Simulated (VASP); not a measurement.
# K (Im-3m) in VASP: notebook

K is run at these levels: LDA; tasks: single point.

Everything below comes from runs of VASP 6.6.1. Logs are shortened: lines on timing, memory, paths and dates and some standing lists are left out, and cuts for length are marked.

## 1. The cell of the first run

Symmetry: Im-3m, No. 229, cubic system. The conventional cell has a = 5.048 Å, b = 5.048 Å, c = 5.048 Å, α = 90.00°, β = 90.00°, γ = 90.00°. K (site symmetry m-3m) has 14 K at 4.37 to 5.05 Å within 5.7 Å.

## 2. Single point, LDA

Contents of INCAR:

```
SYSTEM = K
PREC = Accurate ; ENCUT = 520
EDIFF = 1E-6 ; ISMEAR = 0
SIGMA = 0.2 ; LREAL = .FALSE.
LASPH = .TRUE. ; NELM = 100
ALGO = Normal ; ISIF = 2
LWAVE = .FALSE. ; LCHARG = .FALSE.
GGA = CA ; NBANDS = 10
```

Contents of KPOINTS:

```
Automatic mesh
0
G
  9 9 9
  0 0 0
```

Contents of POSCAR:

```
K
1.0
   -2.5241928768      2.5241928768      2.5241928768
    2.5241928768     -2.5241928768      2.5241928768
    2.5241928768      2.5241928768     -2.5241928768
K
1
Direct
    0.0000000000      0.0000000000      0.0000000000
```

Potentials or basis: VASP PAW LDA potentials, release 64 (K_sv).

Started as:

```console
cat potpaw_LDA.64/K_sv/POTCAR > POTCAR
mpirun -np 1 vasp_std > vasp.out
```

OUTCAR:

```text
SYSTEM = K
   PREC = Accurate
   ENCUT = 520
   EDIFF = 1E-6
   ISMEAR = 0
   LREAL = .FALSE.
   LASPH = .TRUE.
   NELM = 100
   ISIF = 2
   GGA = CA

 ion  position               nearest neighbor table
   1  0.000  0.000  0.000-

  LATTYP: Found a body centered cubic cell.
 ALAT       =     5.0483857536

  Lattice vectors:

 A1 = (  -2.5241928768,   2.5241928768,   2.5241928768)
 A2 = (   2.5241928768,  -2.5241928768,   2.5241928768)
 A3 = (   2.5241928768,   2.5241928768,  -2.5241928768)

Analysis of symmetry for initial positions (statically):
=====================================================================
 Subroutine PRICEL returns:
 Original cell was already a primitive cell.

 Routine SETGRP: Setting up the symmetry group for a
 body centered cubic supercell.

 Subroutine GETGRP returns: Found 48 space group operations
 (whereof 48 operations were pure point group operations)
 out of a pool of 48 trial point group operations.

The static configuration has the point symmetry O_h .

Analysis of symmetry for dynamics (positions and initial velocities):
=====================================================================
 Subroutine PRICEL returns:
 Original cell was already a primitive cell.

 Routine SETGRP: Setting up the symmetry group for a
 body centered cubic supercell.

 Subroutine GETGRP returns: Found 48 space group operations
 (whereof 48 operations were pure point group operations)
 out of a pool of 48 trial point group operations.

The dynamic configuration has the point symmetry O_h .

 Subroutine INISYM returns: Found 48 space group operations
 (whereof 48 operations are pure point group operations),
 and found     1 'primitive' translations

----------------------------------------------------------------------------------------

                                     Primitive cell

  volume of cell :      64.3321

  direct lattice vectors                    reciprocal lattice vectors
    -2.524192877  2.524192877  2.524192877     0.000000000  0.198083120  0.198083120
     2.524192877 -2.524192877  2.524192877     0.198083120  0.000000000  0.198083120
     2.524192877  2.524192877 -2.524192877     0.198083120  0.198083120  0.000000000

  length of vectors
     4.372030311  4.372030311  4.372030311     0.280131834  0.280131834  0.280131834

  position of ions in fractional coordinates (direct lattice)
     0.000000000  0.000000000  0.000000000

  ion indices of the primitive-cell ions
   primitive index   ion index
                 1           1

----------------------------------------------------------------------------------------

 KPOINTS: Automatic mesh

Automatic generation of k-mesh.
 Grid dimensions read from file:
 generate k-points for:    9    9    9

 Generating k-lattice:

  Cartesian coordinates                     Fractional coordinates (reciprocal lattice)
     0.000000000  0.022009236  0.022009236     0.111111111  0.000000000  0.000000000
     0.022009236  0.000000000  0.022009236     0.000000000  0.111111111  0.000000000
     0.022009236  0.022009236  0.000000000     0.000000000  0.000000000  0.111111111

  Length of vectors
     0.031125759  0.031125759  0.031125759

  Shift w.r.t. Gamma in fractional coordinates (k-lattice)
     0.000000000  0.000000000  0.000000000

 Subroutine IBZKPT returns following result:
 ===========================================

 Found     35 irreducible k-points:

 Following reciprocal coordinates:
            Coordinates               Weight
  0.000000  0.000000  0.000000      1.000000
  0.111111  0.000000  0.000000     12.000000
  0.222222  0.000000  0.000000     12.000000
  0.333333  0.000000  0.000000     12.000000
  0.444444  0.000000  0.000000     12.000000
  0.111111  0.111111  0.000000     24.000000
[... 16 lines left out ...]
 -0.333333  0.444444  0.111111     48.000000
 -0.444444 -0.444444  0.111111     24.000000
 [... further k-points ...]
   k-points           NKPTS =     35   k-points in BZ     NKDIM =     35   number of bands    NBANDS=     10
   number of dos      NEDOS =    301   number of ions     NIONS =      1
   total plane-waves  NPLWV =  46656
   dimension x,y,z NGX =    36 NGY =   36 NGZ =   36
   dimension x,y,z NGXF=    72 NGYF=   72 NGZF=   72
   ions per type =               1
   NGX,Y,Z   is equivalent  to a cutoff of  13.69, 13.69, 13.69 a.u.
   NGXF,Y,Z  is equivalent  to a cutoff of  27.38, 27.38, 27.38 a.u.
 SYSTEM =  K
   PREC   = accura    normal or accurate (medium, high low for compatibility)
   ISTART =      0    job   : 0-new  1-cont  2-samecut
   ICHARG =      2    charge: 1-file 2-atom 10-const
   ISPIN  =      1    spin polarized calculation?
   LNONCOLLINEAR =      F non collinear calculations
   LSORBIT =      F    spin-orbit coupling
   LASPH  =      T    aspherical Exc in radial PAW
   ENCUT  =  520.0 eV  38.22 Ry    6.18 a.u.   8.13  8.13  8.13*2*pi/ulx,y,z
   NELM   =    100;   NELMIN=  2; NELMDL= -5     # of ELM steps
   EDIFF  = 0.1E-05   stopping-criterion for ELM
   LREAL  =      F    real-space projection
   EDIFFG = 0.1E-04   stopping-criterion for IOM
   NSW    =      0    number of steps for IOM
   IBRION =     -1    ionic relax: 0-MD 1-quasi-New 2-CG
   NFREE  =      0    steps in history (QN), initial steepest desc. (CG)
   ISIF   =      2    stress and relaxation
   ISYM   =      2    0-nonsym 1-usesym 2-fastsym
   POTIM  = 0.5000    time-step for ionic-motion
   TEBEG  =    0.0;   TEEND  =   0.0 temperature during run
   PSTRESS=    0.0 pullay stress
   NELECT =       9.0000    total number of electrons
   NUPDOWN=      -1.0000    fix difference up-down
   EMIN   =  10.00;   EMAX   =-10.00  energy-range for DOS
   EFERMI =   0.00;   METHOD = LEGACY
   ISMEAR =     0;   SIGMA  =   0.20  broadening in eV -4-tet -1-fermi 0-gaus
   EFERMI_NEDOS =   21; number of points for ismear=-14 and -15
   IALGO  =     38    algorithm
   IMIX   =      4    mixing-type and parameters
     AMIX     =   0.40;   BMIX     =  1.00
     AMIX_MAG =   1.60;   BMIX_MAG =  1.00
  volume/ion in A,a.u.               =      64.33       434.13
  Fermi-wavevector in a.u.,A,eV,Ry     =   0.849858  1.605999  9.826930  0.722259
  Thomas-Fermi vector in A             =   1.965745
   LORBIT       =      0    0 simple, 1 ext, 2 COOP (PROOUT), +10 PAW based schemes
   GGA     = CA    functional components
   LHFCALC =     F    Hartree Fock is set to
   AEXX    =    0.0000 exact exchange contribution
   IVDW    =     0    specifies the selected vdW correction
   LEPSILON=     F    determine dielectric tensor
   LRPA    =     F    only Hartree local field effects (RPA)
 non-spin polarized calculation
 Gauss-broadening in eV      SIGMA  =   0.20
  energy-cutoff  :      520.00
  volume of cell :       64.33
 maximum number of plane-waves:      1754
 NGX is ok and might be reduce to    36
   NGX = 17   NGY = 17   NGZ = 17

 number of electron       9.0000001 magnetization

 Free energy of the ion-electron system (eV)
  ---------------------------------------------------
  ext. energy  EPLUGINS =         0.00000000
  ---------------------------------------------------
  free energy    TOTEN  =        -1.17462918 eV

  energy without entropy =       -1.16209941  energy(sigma->0) =       -1.16836429

 E-fermi :   0.0053     XC(G=0):  -6.2252

 val. band max:       -0.0684919804   @ k =  -0.3333   0.4444   0.1111
 cond. band min:       0.0269181264   @ k =   0.4444   0.0000   0.0000
 fundamental gap:      0.0954101067
 Fermi energy:         0.0053090527

 k-point     1 :       0.0000    0.0000    0.0000
  band No.  band energies     occupation
      1     -31.7492      2.00000
      2     -15.4162      2.00000
      3     -15.4162      2.00000
      4     -15.4162      2.00000
      5      -2.3682      2.00000
      6       4.2729      0.00000
      7       4.2729      0.00000
      8       4.2729      0.00000
      9       5.3006      0.00000
     10       5.3006      0.00000

 k-point     2 :       0.1111    0.0000    0.0000
  band No.  band energies     occupation
      1     -31.7482      2.00000
      2     -15.4297      2.00000
      3     -15.4206      2.00000
      4     -15.4162      2.00000
      5      -2.1960      2.00000
      6       4.0406      0.00000
      7       4.0801      0.00000
      8       4.4180      0.00000
      9       5.0783      0.00000
     10       5.2733      0.00000

 k-point     3 :       0.2222    0.0000    0.0000
  band No.  band energies     occupation
      1     -31.7458      2.00000
      2     -15.4635      2.00000
      3     -15.4316      2.00000
      4     -15.4163      2.00000
      5      -1.6970      2.00000
      6       3.2215      0.00000
      7       3.6836      0.00000
      8       4.8451      0.00000
      9       5.0738      0.00000
     10       5.2723      0.00000

 k-point     4 :       0.3333    0.0000    0.0000
  band No.  band energies     occupation
      1     -31.7430      2.00000
      2     -15.5012      2.00000
      3     -15.4441      2.00000
      4     -15.4163      2.00000
      5      -0.9230      2.00000
      6       2.2061      0.00000
      7       3.3280      0.00000
      8       5.1517      0.00000
      9       5.4165      0.00000
     10       5.5300      0.00000

 k-point     5 :       0.4444    0.0000    0.0000
  band No.  band energies     occupation
      1     -31.7411      2.00000
      2     -15.5255      2.00000
      3     -15.4522      2.00000
      4     -15.4164      2.00000
      5       0.0269      0.87856
      6       1.1713      0.00000
      7       3.1300      0.00000
      8       5.0371      0.00000
      9       5.7274      0.00000
     10       6.4402      0.00000

 k-point     6 :       0.1111    0.1111    0.0000
  band No.  band energies     occupation
      1     -31.7465      2.00000
      2     -15.4529      2.00000
      3     -15.4255      2.00000
      4     -15.4194      2.00000
      5      -1.8602      2.00000
      6       3.5675      0.00000
      7       3.7174      0.00000
      8       4.6875      0.00000
      9       4.8972      0.00000
     10       5.4201      0.00000
[... 183 lines left out ...]
 k-point    21 :      -0.2222    0.3333    0.1111
  band No.  band energies     occupation
      1     -31.7424      2.00000
      2     -15.4864      2.00000
      3     -15.4496      2.00000
      4     -15.4333      2.00000
      5      -0.9160      2.00000
      6       2.6791      0.00000
      7       3.3125      0.00000
      8       4.2524      0.00000
      9       5.2205      0.00000
     10       5.6598      0.00000

 k-point    22 :      -0.4444    0.4444    0.1111
  band No.  band energies     occupation
      1     -31.7404      2.00000
      2     -15.5219      2.00000
      3     -15.4572      2.00000
      4     -15.4259      2.00000
      5       0.1720      0.23864
      6       1.2554      0.00000
      7       3.2046      0.00000
      8       4.3169      0.00000
      9       5.6255      0.00000
     10       6.3897      0.00000

 k-point    23 :      -0.3333    0.4444    0.1111
  band No.  band energies     occupation
      1     -31.7402      2.00000
      2     -15.5086      2.00000
      3     -15.4640      2.00000
      4     -15.4341      2.00000
      5      -0.0685      1.39823
      6       1.8670      0.00000
      7       2.9317      0.00000
      8       4.3470      0.00000
      9       5.2631      0.00000
     10       5.9487      0.00000

 k-point    24 :      -0.4444   -0.4444    0.1111
  band No.  band energies     occupation
      1     -31.7393      2.00000
      2     -15.5174      2.00000
      3     -15.4700      2.00000
      4     -15.4340      2.00000
      5       0.8469      0.00000
      6       0.9699      0.00000
      7       2.7877      0.00000
      8       4.2831      0.00000
      9       5.4290      0.00000
     10       6.1480      0.00000

 [... further k-points ...]

------------------------ aborting loop because EDIFF is reached ----------------------------------------

  FORCE on cell =-STRESS in cart. coord.  units (eV):
  Direction    XX          YY          ZZ          XY          YZ          ZX
  --------------------------------------------------------------------------------------
  -------------------------------------------------------------------------------------
  Total       -0.0129487     -0.0129487     -0.0129487      0.0000000      0.0000000     -0.0000000
  in kB       -0.3224848     -0.3224848     -0.3224848      0.0000000      0.0000000     -0.0000000
  external PRESSURE =      -0.3224848 kB  Pullay stress =       0.0000000 kB

 VOLUME and BASIS-vectors are now :
 -----------------------------------------------------------------------------
  energy-cutoff  :      520.00
  volume of cell :       64.33
      direct lattice vectors                 reciprocal lattice vectors
    -2.524192877  2.524192877  2.524192877     0.000000000  0.198083120  0.198083120
     2.524192877 -2.524192877  2.524192877     0.198083120  0.000000000  0.198083120
     2.524192877  2.524192877 -2.524192877     0.198083120  0.198083120  0.000000000

 POSITION                                       TOTAL-FORCE (eV/Angst)
 -----------------------------------------------------------------------------------
      0.00000      0.00000      0.00000         0.000000     -0.000000     -0.000000
 -----------------------------------------------------------------------------------
    total drift:                               -0.000000      0.000000      0.000000

  FREE ENERGIE OF THE ION-ELECTRON SYSTEM (eV)
  ---------------------------------------------------
  free  energy   TOTEN  =        -1.1746291756 eV

  energy  without entropy=       -1.1620994113  energy(sigma->0) =       -1.16836429
```

It took 23 s on 1 thread of Intel Xeon 8259CL, shared host; peak memory 0.17 GiB.

Results:

* Free energy: -1.1746 eV
* Pressure: 0.0 GPa
* Band gap on the k mesh: zero (an odd number of electrons rules out a gap without spin polarisation)

Levels at points of the mesh, in eV from the Fermi level:
| k point | band 1 | band 2 | band 3 | band 4 | band 5 | band 6 | band 7 | band 8 |
| --- | --- | --- | --- | --- | --- | --- | --- | --- |
| (0.00, 0.00, 0.00) | -31.75 | -15.42 | -15.42 | -15.42 | -2.37 | 4.27 | 4.27 | 4.27 |

## 3. Single point, LDA

Contents of INCAR:

```
  ALGO = Normal
  EDIFF = 1E-6
  ENCUT = 520
  ISIF = 2
  ISMEAR = 0
  LASPH = True
  LCHARG = True
  LELF = True
  LREAL = False
  LVHAR = True
  LWAVE = False
  NBANDS = 10
  NELM = 100
  PREC = Accurate
  SIGMA = 0.3
```

Contents of KPOINTS:

```
k-points
0
Gamma
  9 9 9
```

POSCAR is that of step 2.

Potentials or basis: VASP PAW LDA potentials, release 64 (K_sv).

Started as:

```console
cat potpaw_LDA.64/K_sv/POTCAR > POTCAR
mpirun -np 1 vasp_std > vasp.out
```

OUTCAR:

```text
EDIFF = 1E-6
   ENCUT = 520
   ISIF = 2
   ISMEAR = 0
   LASPH = True
   LREAL = False
   NELM = 100
   PREC = Accurate

 ion  position               nearest neighbor table
   1  0.000  0.000  0.000-

  LATTYP: Found a body centered cubic cell.
 ALAT       =     5.0483857536

  Lattice vectors:

 A1 = (  -2.5241928768,   2.5241928768,   2.5241928768)
 A2 = (   2.5241928768,  -2.5241928768,   2.5241928768)
 A3 = (   2.5241928768,   2.5241928768,  -2.5241928768)
[... 490 lines left out ...]
      9       5.4293      0.00000
     10       6.1483      0.00000

 [... further k-points ...]

------------------------ aborting loop because EDIFF is reached ----------------------------------------

  FORCE on cell =-STRESS in cart. coord.  units (eV):
  Direction    XX          YY          ZZ          XY          YZ          ZX
  --------------------------------------------------------------------------------------
  -------------------------------------------------------------------------------------
  Total       -0.0089789     -0.0089789     -0.0089789     -0.0000000     -0.0000000      0.0000000
  in kB       -0.2236165     -0.2236165     -0.2236165     -0.0000000     -0.0000000      0.0000000
  external PRESSURE =      -0.2236165 kB  Pullay stress =       0.0000000 kB

 VOLUME and BASIS-vectors are now :
 -----------------------------------------------------------------------------
  energy-cutoff  :      520.00
  volume of cell :       64.33
      direct lattice vectors                 reciprocal lattice vectors
    -2.524192877  2.524192877  2.524192877     0.000000000  0.198083120  0.198083120
     2.524192877 -2.524192877  2.524192877     0.198083120  0.000000000  0.198083120
     2.524192877  2.524192877 -2.524192877     0.198083120  0.198083120  0.000000000

 POSITION                                       TOTAL-FORCE (eV/Angst)
 -----------------------------------------------------------------------------------
      0.00000      0.00000      0.00000         0.000000      0.000000     -0.000000
 -----------------------------------------------------------------------------------
    total drift:                               -0.000000      0.000000      0.000000

  FREE ENERGIE OF THE ION-ELECTRON SYSTEM (eV)
  ---------------------------------------------------
  free  energy   TOTEN  =        -1.1827464687 eV

  energy  without entropy=       -1.1523891335  energy(sigma->0) =       -1.16756780
```

OSZICAR:

```text
N       E                     dE             d eps       ncg     rms          rms(c)
DAV:   1     0.498343112831E+02    0.49834E+02   -0.35961E+03   700   0.693E+02
DAV:   2     0.542196338823E+00   -0.49292E+02   -0.48469E+02   756   0.206E+02
DAV:   3    -0.112378336279E+01   -0.16660E+01   -0.16559E+01  1028   0.293E+01
DAV:   4    -0.118205854723E+01   -0.58275E-01   -0.58206E-01  1004   0.486E+00
DAV:   5    -0.118458592405E+01   -0.25274E-02   -0.25266E-02  1102   0.651E-01    0.249E+00
DAV:   6    -0.118317967066E+01    0.14063E-02   -0.21416E-03  1036   0.319E-01    0.156E+00
DAV:   7    -0.118273373684E+01    0.44593E-03   -0.34506E-03   968   0.353E-01    0.648E-02
DAV:   8    -0.118274002087E+01   -0.62840E-05   -0.33226E-04  1000   0.183E-01    0.246E-02
DAV:   9    -0.118274694214E+01   -0.69213E-05   -0.10776E-05   942   0.274E-02    0.147E-02
DAV:  10    -0.118274646872E+01    0.47342E-06   -0.49118E-06  1008   0.182E-02
   1 F= -.11827465E+01 E0= -.11675678E+01  d E =-.303573E-01
```

stdout:

```text
POSCAR found type information on POSCAR K
 POSCAR found :  1 types and       1 ions
 scaLAPACK will be used
 LDA part: xc-table for (Slater(with rela. corr.)+CA(PZ))
 , standard interpolation
 POSCAR, INCAR and KPOINTS ok, starting setup
 FFT: planning ... GRIDC
 FFT: planning ... GRID_SOFT
 FFT: planning ... GRID
 WAVECAR not read
 entering main loop
```

It took 27 s on 1 thread of Intel Xeon 8259CL, shared host; peak memory 0.17 GiB.

Results:

```
Free energy            : -1.1827 eV
Pressure               : 0.0 GPa
Band gap on the k mesh : zero (an odd number of electrons rules out a gap without spin polarisation)
```

Caveat: so wide a smearing shifts energies and pressures.

## 4. Single point, LDA

Contents of INCAR:

```
SYSTEM = K
PREC = Accurate
ENCUT = 520
EDIFF = 1E-6
ISMEAR = 0
SIGMA = 0.6
LREAL = .False.
LASPH = .True.
NELM = 60
ALGO = Normal
ISIF = 2
LWAVE = .False.
LCHARG = .False.
GGA = CA
NBANDS = 10
```

Contents of KPOINTS:

```
Automatic mesh
0
Gamma
  9 9 9
  0 0 0
```

POSCAR is that of step 3.

Started as:

```console
cat potpaw_LDA.64/K_sv/POTCAR > POTCAR
mpirun -np 1 vasp_std > vasp.out
```

It took 23 s on 1 thread of Intel Xeon 8259CL, shared host; peak memory 0.17 GiB.

It converged, with:

| Item | Value |
| --- | --- |
| Free energy | -1.2314 eV |
| Pressure | 0.0 GPa |
| Band gap on the k mesh | zero (an odd number of electrons rules out a gap without spin polarisation) |

Levels at points of the mesh, in eV from the Fermi level:
| k point | band 1 | band 2 | band 3 | band 4 | band 5 | band 6 | band 7 | band 8 |
| --- | --- | --- | --- | --- | --- | --- | --- | --- |
| (0.00, 0.00, 0.00) | -31.71 | -15.38 | -15.38 | -15.38 | -2.34 | 4.31 | 4.31 | 4.31 |

Caveat: so wide a smearing shifts energies and pressures.

(Part 1 of 2 ends here.)
